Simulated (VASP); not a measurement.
Write the native input for VASP 6.6.1 that does the following.

```yaml
Task: single point
Functional: PBE
Potentials_or_basis: VASP PAW PBE potentials, release 64 (Hf_pv, O)
Cutoff: 520 eV
k_mesh: 6 × 6 × 8
Occupations: fermi-dirac, width 0.05 eV
Spin: no spin polarisation
Dipole_correction: no
Further_INCAR_settings: ALGO = Normal; EDIFF = 1e-06; NBANDS = 31
```

The structure of HfO2 lies in POSCAR:

```
HfO2
1.0
    4.7152700508      0.0000000000      0.0000000000
    0.0000000000      4.7152700508      0.0000000000
    0.0000000000      0.0000000000      3.1399804083
Hf O
2 4
Direct
    0.5000000000      0.5000000000      0.5000000000
    0.0000000000      0.0000000000      0.0000000000
    0.8050448800      0.1949551200      0.5000000000
    0.6949551200      0.6949551200      0.0000000000
    0.3050448800      0.3050448800      0.0000000000
    0.1949551200      0.8050448800      0.5000000000
```

This cell differs from its parent crystal: volume scaled by 0.94.

These files were run (other wordings do the same):

INCAR

```
PREC = Accurate
ENCUT = 520
EDIFF = 1E-6
ISMEAR = -1
SIGMA = 0.05
LREAL = False
LASPH = True
NELM = 60
ALGO = Normal
ISIF = 2
LWAVE = False
LCHARG = True
GGA = PE
LELF = True
LVHAR = True
NBANDS = 31
```

KPOINTS

```
regular mesh
0
Gamma
  6 6 8
```

Potentials or basis: VASP PAW PBE potentials, release 64 (Hf_pv, O).

The run is started by

```bash
$ cat potpaw_PBE.64/Hf_pv/POTCAR potpaw_PBE.64/O/POTCAR > POTCAR
$ mpirun -np 1 vasp_std > vasp.out
```

It gave:

```
Pressure               : 22.8 GPa
Largest force          : 0.249 eV/Å
Band gap on the k mesh : 4.22 eV, direct
```

Caveat: spin-orbit coupling is left out, which moves the levels of the heavy elements.

It took 32 s on 1 thread of Intel(R) Xeon(R) 6975P-C (Granite Rapids), with other jobs on the host, peak memory 0.23 GiB.
